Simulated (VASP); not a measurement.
Here is a VASP 6.6.1 calculation.

INCAR

```
SYSTEM = Sn
PREC     = Accurate       ! precision mode
ENCUT    = 600            ! plane-wave cutoff, eV
EDIFF    = 1E-6           ! SCF threshold, eV
ISMEAR   = -1             ! smearing method
SIGMA    = 0.08           ! smearing width, eV
LREAL    = .FALSE.        ! projectors in reciprocal space
LASPH    = .TRUE.         ! aspherical terms in the spheres
NELM     = 80             ! most SCF steps
ALGO     = Normal         ! electronic algorithm
ISIF     = 3              ! what is computed and relaxed
LWAVE    = .FALSE.        ! write WAVECAR
LCHARG   = .FALSE.        ! write CHGCAR
IBRION   = 2              ! ionic algorithm
NSW      = 32             ! ionic steps
EDIFFG   = -0.005         ! ionic threshold
PSTRESS  = 520.0
```

File KPOINTS:

```
Automatic mesh
0
G
  15 15 15
  0 0 0
```

Contents of POSCAR:

```
Sn
1.0
   -2.5638731641      2.5638731641      1.3865444003
    2.5638731641     -2.5638731641      1.3865444003
    2.5638731641      2.5638731641     -1.3865444003
Sn
2
Direct
   -0.3750000000     -0.1250000000     -0.2500000000
    0.3750000000      0.1250000000      0.2500000000
```

Potentials or basis: VASP PAW LDA potentials, release 64 (Sn_d).

The run is started by

```bash
$ cat potpaw_LDA.64/Sn_d/POTCAR > POTCAR
$ mpirun -np 1 vasp_std > vasp.out
```

(1) What does it give for the relaxed cell?

(2) What does it give for the band gap on the k mesh?

(3) What does it give for the relaxed volume?

(4) What does it give for the space group after relaxing (to 0.05 Å)?

Answers

(1) a = 3.884 Å, b = 3.884 Å, c = 3.884 Å, α = 97.33°, β = 97.33°, γ = 138.14°.

(2) zero (band 14 reaches 15.94 eV, above the bottom of band 15 at 9.26 eV).

(3) 18.27 Å³/atom.

(4) I4_1/amd (No. 141).

Caveat: the cell is relaxed towards a set pressure, so the enthalpy falls and the energy may rise; spin-orbit coupling is left out, which moves the levels of the heavy elements.
